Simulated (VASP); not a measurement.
A run of VASP 6.6.1 is set up as follows.

The input POSCAR:

```
Hf2N
1.0
    5.3131240200      0.0000000000      0.0000000000
    0.0000000000      5.3131240200      0.0000000000
    0.0000000000      0.0000000000      3.2420983900
Hf N
4 2
Direct
    0.2955363700      0.2955363700      0.0000000000
    0.7044636300      0.7044636300      0.0000000000
    0.7955363700      0.2044636300      0.5000000000
    0.2044636300      0.7955363700      0.5000000000
    0.0000000000      0.0000000000      0.0000000000
    0.5000000000      0.5000000000      0.5000000000
```

Contents of INCAR.step1:

```
SYSTEM = Hf2N
  ALGO = Normal
  EDIFF = 1E-4
  ENCUT = 520
  GGA = PE
  ISMEAR = 0
  LASPH = .TRUE.
  LCHARG = .FALSE.
  LREAL = .FALSE.
  LWAVE = .TRUE.
  NBANDS = 34
  NELM = 100
  PREC = Accurate
  SIGMA = 0.2
```

Contents of INCAR.step2:

```
SYSTEM = Hf2N
  ALGO = Normal
  EDIFF = 1E-6
  ENCUT = 520
  ISIF = 2
  ISMEAR = 0
  ISTART = 1
  LASPH = .TRUE.
  LCHARG = .FALSE.
  LMIXTAU = .TRUE.
  LREAL = .FALSE.
  LWAVE = .FALSE.
  METAGGA = R2SCAN
  NBANDS = 34
  NELM = 100
  PREC = Accurate
  SIGMA = 0.2
```

The input KPOINTS:

```
k-points
0
G
  4 4 6
  0 0 0
```

Potentials or basis: VASP PAW PBE potentials, release 64 (Hf_pv, N).

The run is started by

```bash
$ cat potpaw_PBE.64/Hf_pv/POTCAR potpaw_PBE.64/N/POTCAR > POTCAR
$ cp INCAR.step1 INCAR
$ mpirun -np 1 vasp_std > vasp.out
$ cp INCAR.step2 INCAR
$ mpirun -np 1 vasp_std > vasp.out
```

Estimate the pressure.

-0.1 GPa.

Estimate the largest force.

0.055 eV/Å.

Estimate the band gap on the k mesh.

zero (bands 25 and 26 overlap by 2.77 eV).

Forces in eV/Å, atoms in the order of the input:
```
Hf  -0.039 -0.039  0.000
Hf   0.039  0.039  0.000
Hf  -0.039  0.039  0.000
Hf   0.039 -0.039  0.000
N    0.000  0.000  0.000
N    0.000  0.000  0.000
```

Caveat: the PAW data sets were made with another functional, which shifts forces and pressure a little; spin-orbit coupling is left out, which moves the levels of the heavy elements.
